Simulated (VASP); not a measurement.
Write the native input for VASP 6.6.1 that does the following.

```
Task                   : single point
Functional             : PBEsol
Potentials or basis    : VASP PAW PBE potentials, release 64 (Mg, S)
Cutoff                 : 520 eV
k mesh                 : 8 × 8 × 8
Occupations            : gaussian, width 0.01 eV
Spin                   : no spin polarisation
Dipole correction      : no
Further INCAR settings : ALGO = Normal; EDIFF = 1e-07; NBANDS = 11
```

The structure of MgS lies in POSCAR:

```
MgS
1.0
    2.4700195409      2.4700195409      0.0000000000
   -2.4700195409      2.4700195409      0.0000000000
    0.0000000000      2.4700195409      2.4700195409
Mg S
1 1
Direct
    0.0000000000      0.0000000000      0.0000000000
    0.5000000000      0.5000000000      0.0000000000
```

The input as run:

INCAR

```
SYSTEM = MgS
ALGO     = Normal         ! electronic algorithm
EDIFF    = 1E-7           ! SCF threshold, eV
ENCUT    = 520            ! plane-wave cutoff, eV
GGA      = PS             ! functional
ISIF     = 2              ! what is computed and relaxed
ISMEAR   = 0              ! smearing method
LASPH    = .True.         ! aspherical terms in the spheres
LCHARG   = .True.         ! write CHGCAR
LELF     = .True.         ! ELF
LREAL    = .False.        ! projectors in reciprocal space
LVHAR    = .True.       
LWAVE    = .False.        ! write WAVECAR
NBANDS   = 11             ! bands
NELM     = 80             ! most SCF steps
PREC     = Accurate       ! precision mode
SIGMA    = 0.01           ! smearing width, eV
```

KPOINTS

```
k-points
0
Gamma
  8 8 8
  0 0 0
```

Potentials or basis: VASP PAW PBE potentials, release 64 (Mg, S).

Run with:

```bash
$ cat potpaw_PBE.64/Mg/POTCAR potpaw_PBE.64/S/POTCAR > POTCAR
$ mpirun -np 1 vasp_std > vasp.out
```

Results of the run:

| Item | Value |
| --- | --- |
| Pressure | 14.9 GPa |
| Band gap on the k mesh | 3.01 eV, indirect (least direct gap 4.94 eV) |

Caveat: the PAW data sets were made with another functional, which shifts forces and pressure a little.

It took 18 s on 1 thread of AMD EPYC 7R43 64-Core Processor (Zen 3), on a shared host, peak memory 0.12 GiB.
